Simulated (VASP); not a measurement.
Write the native input for VASP 6.6.1 that does the following.

```
Task                   : single point
Functional             : PBE
Potentials or basis    : VASP PAW PBE potentials, release 64 (Te, Pb_d)
Cutoff                 : 500 eV
k mesh                 : 8 × 8 × 8
Occupations            : gaussian, width 0.05 eV
Spin                   : no spin polarisation
Dipole correction      : no
Further INCAR settings : ALGO = Normal; EDIFF = 1e-06; NBANDS = 17
```

The structure of TePb lies in POSCAR:

```
TePb
1.0
    0.0000000000      3.3883500000      3.0656500000
    3.3883500000      0.0000000000      3.0656500000
    3.3883500000      3.3883500000      0.0000000000
Te Pb
1 1
Direct
    0.5000000000      0.5000000000      0.5000000000
    0.0000000000      0.0000000000      0.0000000000
```

This cell differs from its parent crystal: strain +0.050 along x and y, -0.050 along z.

One way to write it, as run:

INCAR

```
SYSTEM = TePb
PREC     = Accurate       ! precision mode
ENCUT    = 500            ! plane-wave cutoff, eV
EDIFF    = 1E-6           ! SCF threshold, eV
ISMEAR   = 0              ! smearing method
SIGMA    = 0.05           ! smearing width, eV
LREAL    = .FALSE.        ! projectors in reciprocal space
LASPH    = .TRUE.         ! aspherical terms in the spheres
NELM     = 120            ! most SCF steps
ALGO     = Normal         ! electronic algorithm
ISIF     = 2              ! what is computed and relaxed
LWAVE    = .FALSE.        ! write WAVECAR
LCHARG   = .FALSE.        ! write CHGCAR
GGA      = PE             ! functional
NBANDS   = 17             ! bands
GGA_COMPAT= .FALSE.
```

KPOINTS

```
regular mesh
0
G
  8 8 8
  0 0 0
```

Potentials or basis: VASP PAW PBE potentials, release 64 (Te, Pb_d).

Launch:

```sh
$ cat potpaw_PBE.64/Te/POTCAR potpaw_PBE.64/Pb_d/POTCAR > POTCAR
$ mpirun -np 1 vasp_std > vasp.out
```

Results of the run:

```
Pressure               : 1.5 GPa
Band gap on the k mesh : 0.39 eV
```

Caveat: the cell differs from its parent crystal (strain +0.050 along x and y, -0.050 along z); the stress differs along the axes, from -3 to 10 GPa; spin-orbit coupling is left out, which moves the levels of the heavy elements.

Wall time 46 s on 1 thread of Intel(R) Xeon(R) Platinum 8375C CPU @ 2.90GHz (Ice Lake) (shared host), peak memory 0.24 GiB.
